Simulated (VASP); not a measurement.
# GaAs (F-43m) in VASP: vibrations by perturbation theory with PBEsol

Aim: the vibrations by perturbation theory of GaAs with PBEsol.

Program: VASP 6.6.1. These are calculated values, not measurements. Logs are shortened: lines on timing, memory, paths and dates and some standing lists are left out, and cuts for length are marked.

### 1 The cell of the first run

Symmetry: F-43m, No. 216, cubic system. Conventional cell: a = 5.658 Å, b = 5.658 Å, c = 5.658 Å, α = 90.00°, β = 90.00°, γ = 90.00°. Within 3.2 Å of Ga (site symmetry -43m) lie 4 As at 2.45 Å. Within 3.2 Å of As (site symmetry -43m) lie 4 Ga at 2.45 Å.

### 2 Vibrations by perturbation theory, PBEsol

The input, INCAR:

```
  PREC = Accurate
  ENCUT = 520
  EDIFF = 1E-8
  ISMEAR = 0
  SIGMA = 0.01
  LREAL = False
  LASPH = True
  NELM = 100
  ALGO = Normal
  ISIF = 2
  LWAVE = False
  LCHARG = False
  GGA = PS
  NBANDS = 16
  IBRION = 8
  NSW = 1
  LEPSILON = True
```

The input, KPOINTS:

```
regular mesh
0
Gamma
  6 6 6
```

The input, POSCAR:

```
GaAs
1.0
    0.0000000000      2.8289295164      2.8289295164
    2.8289295164      0.0000000000      2.8289295164
    2.8289295164      2.8289295164      0.0000000000
Ga As
1 1
Direct
    0.0000000000      0.0000000000      0.0000000000
    0.2500000000      0.2500000000      0.2500000000
```

Potentials or basis: VASP PAW PBE potentials, release 64 (Ga_d, As).

Command:

```sh
$ cat potpaw_PBE.64/Ga_d/POTCAR potpaw_PBE.64/As/POTCAR > POTCAR
$ mpirun -np 1 vasp_std > vasp.out
```

OUTCAR:

```text
PREC = Accurate
   ENCUT = 520
   EDIFF = 1E-8
   ISMEAR = 0
   LREAL = False
   LASPH = True
   NELM = 100
   ISIF = 2
   GGA = PS
   IBRION = 8
   NSW = 1
   LEPSILON = True

 ion  position               nearest neighbor table
   1  0.000  0.000  0.000-   2 2.45   2 2.45   2 2.45   2 2.45
   2  0.250  0.250  0.250-   1 2.45   1 2.45   1 2.45   1 2.45

  LATTYP: Found a face centered cubic cell.
 ALAT       =     5.6578590328

  Lattice vectors:

 A1 = (   0.0000000000,   2.8289295164,   2.8289295164)
 A2 = (   2.8289295164,   0.0000000000,   2.8289295164)
 A3 = (   2.8289295164,   2.8289295164,   0.0000000000)

Analysis of symmetry for initial positions (statically):
=====================================================================
 Subroutine PRICEL returns:
 Original cell was already a primitive cell.

 Routine SETGRP: Setting up the symmetry group for a
 face centered cubic supercell.

 Subroutine GETGRP returns: Found 24 space group operations
 (whereof 24 operations were pure point group operations)
 out of a pool of 48 trial point group operations.

The static configuration has the point symmetry T_d .

Analysis of symmetry for dynamics (positions and initial velocities):
=====================================================================
 Subroutine PRICEL returns:
 Original cell was already a primitive cell.

 Routine SETGRP: Setting up the symmetry group for a
 face centered cubic supercell.

 Subroutine GETGRP returns: Found 24 space group operations
 (whereof 24 operations were pure point group operations)
 out of a pool of 48 trial point group operations.

The dynamic configuration has the point symmetry T_d .

 Subroutine INISYM returns: Found 24 space group operations
 (whereof 24 operations are pure point group operations),
 and found     1 'primitive' translations

----------------------------------------------------------------------------------------

                                     Primitive cell

[... 525 lines left out ...]
 ------------------------------------------------------
          74.895269     0.000000     0.000000
           0.000000    74.895269    -0.000000
          -0.000000     0.000000    74.895269
 ------------------------------------------------------

 PIEZOELECTRIC TENSOR (including local field effects)  for field in x, y, z        (e  Angst)
          XX          YY          ZZ          XY          YZ          ZX
  --------------------------------------------------------------------------------
  x     0.00000    -0.00000     0.00000     0.00000    -4.18741     0.00000
  y    -0.00000     0.00000     0.00000    -0.00000     0.00000    -4.18741
  z     0.00000     0.00000     0.00000    -4.18741    -0.00000     0.00000

 PIEZOELECTRIC TENSOR (including local field effects)  for field in x, y, z        (C/m^2)
          XX          YY          ZZ          XY          YZ          ZX
  --------------------------------------------------------------------------------
  x     0.00000    -0.00000     0.00000     0.00000    -1.48170     0.00000
  y    -0.00000     0.00000     0.00000    -0.00000     0.00000    -1.48170
  z     0.00000     0.00000     0.00000    -1.48170    -0.00000     0.00000

 BORN EFFECTIVE CHARGES (including local field effects) (in |e|, cummulative output)
 ---------------------------------------------------------------------------------
 ion    1
    1     2.65203     0.00000     0.00000
    2     0.00000     2.65203     0.00000
    3     0.00000     0.00000     2.65203
 ion    2
    1    -2.65203     0.00000     0.00000
    2     0.00000    -2.65203     0.00000
    3     0.00000     0.00000    -2.65203

 INTERNAL STRAIN TENSOR FOR ION    2 for displacements in x,y,z  (eV/Angst):
          X           Y           Z          XY          YZ          ZX
  --------------------------------------------------------------------------------
  x     0.00000    -0.00000    -0.00000     0.00000    -6.88971     0.00000
  y     0.00000     0.00000     0.00000     0.00000     0.00000    -6.88971
  z    -0.00000    -0.00000     0.00000    -6.88971     0.00000     0.00000

 SECOND DERIVATIVES (NOT SYMMETRIZED)
 ------------------------------------
               1X          1Y          1Z          2X          2Y          2Z
  1X    -9.209945    0.000000    0.000000    9.209945    0.000000    0.000000
  1Y     0.000000   -9.209945    0.000000    0.000000    9.209945    0.000000
  1Z     0.000000    0.000000   -9.209945    0.000000    0.000000    9.209945
  2X     9.274332    0.000000    0.000000   -9.274332    0.000000    0.000000
  2Y     0.000000    9.274332    0.000000    0.000000   -9.274332    0.000000
  2Z     0.000000    0.000000    9.274332    0.000000    0.000000   -9.274332

 Eigenvectors and eigenvalues of the dynamical matrix
 ----------------------------------------------------

   1 f  =    7.908050 THz    49.687746 2PiTHz  263.784168 cm-1    32.705054 meV
             X         Y         Z           dx          dy          dz
      0.000000  0.000000  0.000000    -0.718493    0.000000    0.000000
      1.414465  1.414465  1.414465     0.695534    0.000000    0.000000
[... 21 lines left out ...]
   6 f/i=    0.013766 THz     0.086494 2PiTHz    0.459183 cm-1     0.056931 meV
             X         Y         Z           dx          dy          dz
      0.000000  0.000000  0.000000     0.000000    0.000000   -0.695534
      1.414465  1.414465  1.414465     0.000000    0.000000   -0.718493

--------------------------------------------------------------------------------------------------------

 MACROSCOPIC STATIC DIELECTRIC TENSOR IONIC CONTRIBUTION
 ------------------------------------------------------
           3.041238     0.000000     0.000000
           0.000000     3.041238     0.000000
           0.000000     0.000000     3.041238
 ------------------------------------------------------

 ELASTIC MODULI CONTR FROM IONIC RELAXATION (kBar)
 Direction    XX          YY          ZZ          XY          YZ          ZX
 --------------------------------------------------------------------------------
 XX          -0.0000      0.0000      0.0000     -0.0000      0.0000      0.0000
 YY           0.0000     -0.0000      0.0000     -0.0000     -0.0000     -0.0000
 ZZ           0.0000      0.0000     -0.0000      0.0000     -0.0000      0.0000
 XY          -0.0000     -0.0000      0.0000   -179.2612      0.0000      0.0000
 YZ           0.0000     -0.0000     -0.0000      0.0000   -179.2612      0.0000
 ZX           0.0000     -0.0000      0.0000      0.0000      0.0000   -179.2612
 --------------------------------------------------------------------------------

 PIEZOELECTRIC TENSOR IONIC CONTR  for field in x, y, z        (C/m^2)
          XX          YY          ZZ          XY          YZ          ZX
  --------------------------------------------------------------------------------
  x    -0.00000     0.00000     0.00000     0.00000     0.69477     0.00000
  y    -0.00000     0.00000    -0.00000     0.00000     0.00000     0.69477
  z     0.00000     0.00000    -0.00000     0.69477     0.00000     0.00000
```

OSZICAR:

```text
N       E                     dE             d eps       ncg     rms          rms(c)
DAV:   1     0.787507119879E+02    0.78751E+02   -0.91033E+03   536   0.157E+03
[... 197 lines left out ...]
RMM:   5    -0.437587728784E-01   -0.15988E-04    0.13516E-05  3074   0.149E-02    0.229E-03
RMM:   6    -0.437496580934E-01    0.91148E-05   -0.40477E-07  2960   0.448E-03    0.657E-04
RMM:   7    -0.437487966986E-01    0.86139E-06   -0.51971E-07  3001   0.157E-03    0.213E-04
RMM:   8    -0.437482251039E-01    0.57159E-06   -0.56029E-08  2966   0.626E-04    0.430E-05
RMM:   9    -0.437481334414E-01    0.91663E-07    0.60575E-08  2987   0.227E-04    0.961E-06
RMM:  10    -0.437480649111E-01    0.68530E-07    0.77888E-09  2992   0.886E-05    0.367E-06
RMM:  11    -0.437480670467E-01   -0.21356E-08   -0.10258E-09  2998   0.373E-05    0.125E-06
 Linear response finished
```

stdout:

```text
POSCAR found type information on POSCAR GaAs
 POSCAR found :  2 types and       2 ions
 scaLAPACK will be used
 -----------------------------------------------------------------------------
|                                                                             |
|                                                                             |
|     You enforced a specific xc type in the INCAR file but a different       |
[... 39 lines left out ...]
 force on displaced ion       1 direction 1 :  -9.210  -0.000  -0.000
 Born effective charge ion    1 direction 1 :   2.115   0.000   0.000
 Linear response progress:
 first order change of Fermi-energy   0.16388E-03
 force on displaced ion       2 direction 1 :  -9.274   0.000   0.000
 Born effective charge ion    2 direction 1 :  -3.202   0.000   0.000
 Born effective charges drift removed
 Linear response finished
```

Wall time 8.7 min (1 thread of Intel Xeon 8259CL, shared host); peak memory 0.24 GiB.

Results:

| Item | Value |
| --- | --- |
| Electronic dielectric tensor (diagonal) | 74.90 |
| Born charges (mean of the diagonal) | Ga +2.65; As -2.65 e |
| Highest phonon frequency at Γ, LO-TO splitting left out | 264 cm⁻¹ |

Phonon frequencies in cm⁻¹ (negative: imaginary):
| q point | frequencies |
| --- | --- |
| (0.000, 0.000, 0.000) | 0 0 0 264 264 264 |

Electronic dielectric tensor:
```
74.90  0.00  0.00
 0.00 74.90  0.00
 0.00  0.00 74.90
```

Born effective charge tensors (e):
atom 1, Ga
```
2.65 0.00 0.00
0.00 2.65 0.00
0.00 0.00 2.65
```
atom 2, As
```
-2.65  0.00  0.00
 0.00 -2.65  0.00
 0.00  0.00 -2.65
```
